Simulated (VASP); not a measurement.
# BeTe (F-43m) in VASP: notebook

Aim: see how the results for BeTe move with the level of theory and the settings. Levels: PBE-based screened hybrid, HSE06. Tasks: single point.

Program: VASP 6.6.1. These are calculated values, not measurements. Logs are shortened: lines on timing, memory, paths and dates and some standing lists are left out, and cuts for length are marked.

### Step 1. The cell of the first run

It takes space group F-43m (No. 216, cubic). The conventional cell has a = 5.657 Å, b = 5.657 Å, c = 5.657 Å, α = 90.00°, β = 90.00°, γ = 90.00°. Be (site symmetry -43m) has 4 Te at 2.45 Å within 3.2 Å. Within 3.2 Å of Te (site symmetry -43m) lie 4 Be at 2.45 Å.

### Step 2. Single point, PBE-based screened hybrid

POSCAR reads:

```
BeTe
1.0
    0.0000000000      2.8286228801      2.8286228801
    2.8286228801      0.0000000000      2.8286228801
    2.8286228801      2.8286228801      0.0000000000
Be Te
1 1
Direct
    0.0000000000      0.0000000000      0.0000000000
    0.2500000000      0.2500000000      0.2500000000
```

INCAR.step1 reads:

```
SYSTEM = BeTe
  ALGO = Normal
  EDIFF = 1E-5
  ENCUT = 520
  GGA = PE
  ISIF = 2
  ISMEAR = 0
  LASPH = .TRUE.
  LCHARG = .FALSE.
  LREAL = .FALSE.
  LWAVE = .TRUE.
  NBANDS = 11
  NELM = 80
  PREC = Accurate
  SIGMA = 0.01
```

INCAR.step2 reads:

```
SYSTEM = BeTe
  AEXX = 0.3
  ALGO = Normal
  EDIFF = 1E-7
  ENCUT = 520
  GGA = PE
  HFSCREEN = 0.5
  ISIF = 2
  ISMEAR = 0
  ISTART = 1
  LASPH = .TRUE.
  LCHARG = .FALSE.
  LHFCALC = .TRUE.
  LREAL = .FALSE.
  LWAVE = .FALSE.
  NBANDS = 11
  NELM = 80
  PREC = Accurate
  PRECFOCK = Normal
  SIGMA = 0.01
```

KPOINTS reads:

```
k-points
0
G
  4 4 4
  0 0 0
```

Potentials or basis: VASP PAW PBE potentials, release 64 (Be, Te).

On the command line:

```console
cat potpaw_PBE.64/Be/POTCAR potpaw_PBE.64/Te/POTCAR > POTCAR
cp INCAR.step1 INCAR
mpirun -np 1 vasp_std > vasp.out
cp INCAR.step2 INCAR
mpirun -np 1 vasp_std > vasp.out
```

OUTCAR:

```text
SYSTEM = BeTe
   AEXX = 0.3
   EDIFF = 1E-7
   ENCUT = 520
   GGA = PE
   HFSCREEN = 0.5
   ISIF = 2
   ISMEAR = 0
   ISTART = 1
   LASPH = .TRUE.
   LHFCALC = .TRUE.
   LREAL = .FALSE.
   NELM = 80
   PREC = Accurate
   PRECFOCK = Normal

 ion  position               nearest neighbor table
   1  0.000  0.000  0.000-   2 2.45   2 2.45   2 2.45   2 2.45
   2  0.250  0.250  0.250-   1 2.45   1 2.45   1 2.45   1 2.45

  LATTYP: Found a face centered cubic cell.
 ALAT       =     5.6572457602

  Lattice vectors:

 A1 = (   0.0000000000,   2.8286228801,   2.8286228801)
 A2 = (   2.8286228801,   0.0000000000,   2.8286228801)
 A3 = (   2.8286228801,   2.8286228801,   0.0000000000)

Analysis of symmetry for initial positions (statically):
=====================================================================
 Subroutine PRICEL returns:
 Original cell was already a primitive cell.

 Routine SETGRP: Setting up the symmetry group for a
 face centered cubic supercell.

 Subroutine GETGRP returns: Found 24 space group operations
 (whereof 24 operations were pure point group operations)
 out of a pool of 48 trial point group operations.

The static configuration has the point symmetry T_d .

Analysis of symmetry for dynamics (positions and initial velocities):
=====================================================================
 Subroutine PRICEL returns:
 Original cell was already a primitive cell.

 Routine SETGRP: Setting up the symmetry group for a
 face centered cubic supercell.

 Subroutine GETGRP returns: Found 24 space group operations
 (whereof 24 operations were pure point group operations)
 out of a pool of 48 trial point group operations.

The dynamic configuration has the point symmetry T_d .

 Subroutine INISYM returns: Found 24 space group operations
 (whereof 24 operations are pure point group operations),
 and found     1 'primitive' translations

----------------------------------------------------------------------------------------

                                     Primitive cell

  volume of cell :      45.2642

  direct lattice vectors                    reciprocal lattice vectors
     0.000000000  2.828622880  2.828622880    -0.176764461  0.176764461  0.176764461
     2.828622880  0.000000000  2.828622880     0.176764461 -0.176764461  0.176764461
     2.828622880  2.828622880  0.000000000     0.176764461  0.176764461 -0.176764461

  length of vectors
     4.000276840  4.000276840  4.000276840     0.306165028  0.306165028  0.306165028

  position of ions in fractional coordinates (direct lattice)
     0.000000000  0.000000000  0.000000000
     0.250000000  0.250000000  0.250000000

  ion indices of the primitive-cell ions
   primitive index   ion index
                 1           1
                 2           2

----------------------------------------------------------------------------------------

 KPOINTS: k-points

Automatic generation of k-mesh.
 Grid dimensions read from file:
 generate k-points for:    4    4    4

 Generating k-lattice:

  Cartesian coordinates                     Fractional coordinates (reciprocal lattice)
    -0.044191115  0.044191115  0.044191115     0.250000000  0.000000000  0.000000000
     0.044191115 -0.044191115  0.044191115     0.000000000  0.250000000  0.000000000
     0.044191115  0.044191115 -0.044191115     0.000000000  0.000000000  0.250000000

  Length of vectors
     0.076541257  0.076541257  0.076541257

  Shift w.r.t. Gamma in fractional coordinates (k-lattice)
     0.000000000  0.000000000  0.000000000

 Subroutine IBZKPT returns following result:
 ===========================================

 Found      8 irreducible k-points:

 Following reciprocal coordinates:
            Coordinates               Weight
  0.000000  0.000000  0.000000      1.000000
  0.250000  0.000000  0.000000      8.000000
  0.500000  0.000000  0.000000      4.000000
  0.250000  0.250000  0.000000      6.000000
  0.500000  0.250000  0.000000     24.000000
 -0.250000  0.250000  0.000000     12.000000
  0.500000  0.500000  0.000000      3.000000
 -0.250000  0.500000  0.250000      6.000000
   k-points           NKPTS =      8   k-points in BZ     NKDIM =     64   number of bands    NBANDS=     11
   number of dos      NEDOS =    301   number of ions     NIONS =      2
   total plane-waves  NPLWV =  27000
   dimension x,y,z NGX =    30 NGY =   30 NGZ =   30
   dimension x,y,z NGXF=    60 NGYF=   60 NGZF=   60
   ions per type =               1   1
   NGX,Y,Z   is equivalent  to a cutoff of  12.47, 12.47, 12.47 a.u.
   NGXF,Y,Z  is equivalent  to a cutoff of  24.94, 24.94, 24.94 a.u.
 SYSTEM =  BeTe
   PREC   = accura    normal or accurate (medium, high low for compatibility)
   ISTART =      1    job   : 0-new  1-cont  2-samecut
   ICHARG =      0    charge: 1-file 2-atom 10-const
   ISPIN  =      1    spin polarized calculation?
   LNONCOLLINEAR =      F non collinear calculations
   LSORBIT =      F    spin-orbit coupling
   LASPH  =      T    aspherical Exc in radial PAW
   ENCUT  =  520.0 eV  38.22 Ry    6.18 a.u.   7.44  7.44  7.44*2*pi/ulx,y,z
   NELM   =     80;   NELMIN=  2; NELMDL=  0     # of ELM steps
   EDIFF  = 0.1E-06   stopping-criterion for ELM
   LREAL  =      F    real-space projection
   EDIFFG = 0.1E-05   stopping-criterion for IOM
   NSW    =      0    number of steps for IOM
   IBRION =     -1    ionic relax: 0-MD 1-quasi-New 2-CG
   NFREE  =      0    steps in history (QN), initial steepest desc. (CG)
   ISIF   =      2    stress and relaxation
   ISYM   =      3    0-nonsym 1-usesym 2-fastsym
   POTIM  = 0.5000    time-step for ionic-motion
   TEBEG  =    0.0;   TEEND  =   0.0 temperature during run
   PSTRESS=    0.0 pullay stress
   NELECT =       8.0000    total number of electrons
   NUPDOWN=      -1.0000    fix difference up-down
   EMIN   =  10.00;   EMAX   =-10.00  energy-range for DOS
   EFERMI =   0.00;   METHOD = LEGACY
   ISMEAR =     0;   SIGMA  =   0.01  broadening in eV -4-tet -1-fermi 0-gaus
   EFERMI_NEDOS =   21; number of points for ismear=-14 and -15
   IALGO  =     38    algorithm
   IMIX   =      1    mixing-type and parameters
     AMIX     =   0.40;   BMIX     =  1.00
     AMIX_MAG =   1.60;   BMIX_MAG =  1.00
  volume/ion in A,a.u.               =      22.63       152.73
  Fermi-wavevector in a.u.,A,eV,Ry     =   0.918727  1.736142 11.484122  0.844059
  Thomas-Fermi vector in A             =   2.043841
   LORBIT       =      0    0 simple, 1 ext, 2 COOP (PROOUT), +10 PAW based schemes
   GGA     = PE    functional components
   LHFCALC =     T    Hartree Fock is set to
   PRECFOCK=normal    Normal, Fast or Accurate (Low or Medium for compatibility)
   ENCUT4O =  -1.0   cutoff for four orbital integrals eV
   NKREDX  =     1    reduce k-point grid by
   NKREDY  =     1    reduce k-point grid by
   NKREDZ  =     1    reduce k-point grid by
   AEXX    =    0.3000 exact exchange contribution
   HFSCREEN=    0.5000 screening length (either q_TF or 0.3 A-1)
   HFSCREENC=   0.5000 screening length for correlation (either q_TF or 0.3 A-1)
   ENCUTFOCK=  -1.0 apply spherical cutoff to Coloumb kernel
   IVDW    =     0    specifies the selected vdW correction
   LEPSILON=     F    determine dielectric tensor
   LRPA    =     F    only Hartree local field effects (RPA)
 non-spin polarized calculation
 Gauss-broadening in eV      SIGMA  =   0.01
  energy-cutoff  :      520.00
  volume of cell :       45.26
 maximum number of plane-waves:      1243
 NGX is ok and might be reduce to    30
  NGX = 24; NGY = 24; NGZ = 24

 number of electron       8.0000000 magnetization

 Free energy of the ion-electron system (eV)
  ---------------------------------------------------
  ext. energy  EPLUGINS =         0.00000000
  ---------------------------------------------------
  free energy    TOTEN  =        -8.25745797 eV

  energy without entropy =       -8.25745797  energy(sigma->0) =       -8.25745797

 E-fermi :   4.7238     XC(G=0):  -7.6895

 val. band max:        4.6767987673   @ k =   0.0000   0.0000   0.0000
 cond. band min:       7.0215876848   @ k =   0.5000   0.5000   0.0000
 fundamental gap:      2.3447889175
 Fermi energy:         4.7238164150

 k-point     1 :       0.0000    0.0000    0.0000
  band No.  band energies     occupation
      1      -8.4073      2.00000
      2       4.6768      2.00000
      3       4.6768      2.00000
      4       4.6768      2.00000
      5       8.7777      0.00000
      6       8.7844      0.00000
      7       8.7844      0.00000
      8       8.7844      0.00000
      9      13.5820      0.00000
     10      15.4838      0.00000
     11      15.4838      0.00000

 k-point     2 :       0.2500    0.0000    0.0000
  band No.  band energies     occupation
      1      -7.8108      2.00000
      2       1.2330      2.00000
      3       3.9935      2.00000
      4       3.9935      2.00000
      5       8.3643      0.00000
      6       9.6765      0.00000
      7       9.6765      0.00000
      8      12.2386      0.00000
      9      14.2668      0.00000
     10      14.2668      0.00000
     11      14.3029      0.00000

 k-point     3 :       0.5000    0.0000    0.0000
  band No.  band energies     occupation
      1      -6.9676      2.00000
      2      -1.1068      2.00000
      3       3.5164      2.00000
      4       3.5164      2.00000
      5       8.0947      0.00000
      6       9.7646      0.00000
      7       9.7646      0.00000
      8      13.0999      0.00000
      9      16.2701      0.00000
     10      16.8935      0.00000
     11      16.8935      0.00000

 k-point     4 :       0.2500    0.2500    0.0000
  band No.  band energies     occupation
      1      -7.6072      2.00000
      2       1.6446      2.00000
      3       2.9612      2.00000
      4       2.9612      2.00000
      5       7.6926      0.00000
      6       9.5039      0.00000
      7      11.7083      0.00000
      8      11.7083      0.00000
      9      13.8032      0.00000
     10      16.1434      0.00000
     11      16.5024      0.00000

 k-point     5 :       0.5000    0.2500    0.0000
  band No.  band energies     occupation
      1      -6.7398      2.00000
      2      -0.3938      2.00000
      3       1.5952      2.00000
      4       2.6036      2.00000
      5       8.0399      0.00000
      6      10.7101      0.00000
      7      11.7080      0.00000
      8      12.1158      0.00000
      9      15.7413      0.00000
     10      17.1288      0.00000
     11      17.7623      0.00000

 k-point     6 :      -0.2500    0.2500    0.0000
  band No.  band energies     occupation
      1      -7.0430      2.00000
      2       0.1283      2.00000
      3       1.4127      2.00000
      4       3.4433      2.00000
      5       8.8586      0.00000
      6      10.7744      0.00000
      7      11.3327      0.00000
      8      11.8466      0.00000
      9      13.5963      0.00000
     10      15.2184      0.00000
     11      17.7493      0.00000

 k-point     7 :       0.5000    0.5000    0.0000
  band No.  band energies     occupation
      1      -6.4382      2.00000
      2      -0.6994      2.00000
      3       1.9499      2.00000
      4       1.9499      2.00000
      5       7.0216      0.00000
      6       7.7211      0.00000
      7      15.1692      0.00000
      8      15.1692      0.00000
      9      16.9702      0.00000
     10      18.4200      0.00000
     11      18.7512      0.00000

 k-point     8 :      -0.2500    0.5000    0.2500
  band No.  band energies     occupation
      1      -6.4048      2.00000
      2      -0.1610      2.00000
      3       0.8782      2.00000
      4       1.3976      2.00000
      5      10.3867      0.00000
      6      10.7447      0.00000
      7      10.7643      0.00000
      8      11.3798      0.00000
      9      16.3156      0.00000
     10      17.1210      0.00000
     11      18.2306      0.00000

------------------------ aborting loop because EDIFF is reached ----------------------------------------

  FORCE on cell =-STRESS in cart. coord.  units (eV):
  Direction    XX          YY          ZZ          XY          YZ          ZX
  --------------------------------------------------------------------------------------
  -------------------------------------------------------------------------------------
  Total       -0.0481741     -0.0481741     -0.0481741     -0.0000000      0.0000000     -0.0000000
  in kB       -1.7051742     -1.7051742     -1.7051742     -0.0000000      0.0000000     -0.0000000
  external PRESSURE =      -1.7051742 kB  Pullay stress =       0.0000000 kB

 VOLUME and BASIS-vectors are now :
 -----------------------------------------------------------------------------
  energy-cutoff  :      520.00
  volume of cell :       45.26
      direct lattice vectors                 reciprocal lattice vectors
     0.000000000  2.828622880  2.828622880    -0.176764461  0.176764461  0.176764461
     2.828622880  0.000000000  2.828622880     0.176764461 -0.176764461  0.176764461
     2.828622880  2.828622880  0.000000000     0.176764461  0.176764461 -0.176764461

 POSITION                                       TOTAL-FORCE (eV/Angst)
 -----------------------------------------------------------------------------------
      0.00000      0.00000      0.00000        -0.000000     -0.000000     -0.000000
      1.41431      1.41431      1.41431         0.000000      0.000000      0.000000
 -----------------------------------------------------------------------------------
    total drift:                               -0.000000     -0.000001     -0.000001

  FREE ENERGIE OF THE ION-ELECTRON SYSTEM (eV)
  ---------------------------------------------------
  free  energy   TOTEN  =        -8.2574579657 eV

  energy  without entropy=       -8.2574579657  energy(sigma->0) =       -8.25745797
```

Run time: 2.6 min. Hardware: 1 thread of Intel Xeon Platinum 8488C (Sapphire Rapids), shared host; peak memory 0.28 GiB.

What came out:

```
Free energy            : -8.2575 eV
Pressure               : -0.2 GPa
Band gap on the k mesh : 2.34 eV, indirect (least direct gap 4.10 eV)
```

Caveat: the k points lie up to 0.48 Å⁻¹ apart; the PAW data sets were made with another functional, which shifts forces and pressure a little; spin-orbit coupling is left out, which moves the levels of the heavy elements.

(Part 1 of 2 ends here.)
